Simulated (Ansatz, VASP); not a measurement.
## One calculation of BAs, two programs

File POSCAR:

```
BAs
1.0
    2.9570103300      0.0000000000      0.0000000000
    0.0000000000      2.9570103300      0.0000000000
    0.0000000000      0.0000000000      2.9570103300
B As
1 1
Direct
    0.5000000000      0.5000000000      0.5000000000
    0.0000000000      0.0000000000      0.0000000000
```

File INCAR.step1:

```
SYSTEM = BAs
  PREC = Accurate
  ENCUT = 520
  EDIFF = 1E-5
  ISMEAR = -1
  SIGMA = 0.05
  LREAL = .FALSE.
  LASPH = .TRUE.
  NELM = 100
  ALGO = Normal
  ISIF = 2
  LWAVE = .TRUE.
  LCHARG = .FALSE.
  NBANDS = 11
  GGA = PE
```

INCAR.step2

```
SYSTEM = BAs
  PREC = Accurate
  ENCUT = 520
  EDIFF = 1E-6
  ISMEAR = -1
  SIGMA = 0.05
  LREAL = .FALSE.
  LASPH = .TRUE.
  NELM = 100
  ALGO = Normal
  ISIF = 2
  LWAVE = .FALSE.
  LCHARG = .FALSE.
  GGA = PE
  LHFCALC = .TRUE.
  AEXX = 0.1
  HFSCREEN = 0.2
  PRECFOCK = Normal
  NBANDS = 11
  ISTART = 1
```

The input KPOINTS:

```
regular mesh
0
G
  5 5 5
  0 0 0
```

File input:

```
crystal:
  lattice:
    - [2.95701033, 0.0, 0.0]
    - [0.0, 2.95701033, 0.0]
    - [0.0, 0.0, 2.95701033]
  atoms:
    - { symbol: B, position: [0.5, 0.5, 0.5] }
    - { symbol: As, position: [0.0, 0.0, 0.0] }
hamiltonian:
  xc: { exchange: pbe, correlation: pbe, exx: { coeff: 0.1, omega: 0.2 } }
  pseudopotentials: { kind: paw }
kpoints:
  mp_grid: { grid: [5, 5, 5] }
scf:
  occupations: { method: fermi_dirac, width: 0.05 }
output:
  forces: true
  stress: true
  eigenvalues: true
  write_density: true
  write_potential: true
  elf: true
  volumetric_format: npy
```

Alike in both runs: task single point; functional PBE-based screened hybrid with a share of 0.1 of exact exchange and HFSCREEN = 0.2; k mesh 5 × 5 × 5; occupations fermi-dirac, width 0.05 eV; no spin polarisation.

```csv
,VASP,Ansatz
version,VASP 6.6.1,Ansatz 0.2.0
potentials or method,"VASP PAW PBE potentials, release 64 (B, As)",Ansatz PAW
plane-wave cutoff (eV),520,420
valence electrons in the cell,8,18
```

```csv
,VASP,Ansatz,Ansatz less VASP
gap on the k mesh at the Fermi level (eV),none,none,-
pressure (GPa),-6.9,-6.8,+0.07
```

VASP's potentials were made for PBE, not for PBE-based screened hybrid. A gap of «none» marks a metal or a gap that the smearing closes. VASP's potentials hold 8 valence electrons a cell and Ansatz's 18, so a difference there can come from the potentials and not from the codes.

The k mesh is coarse, so the values compare programs but aren't converged.
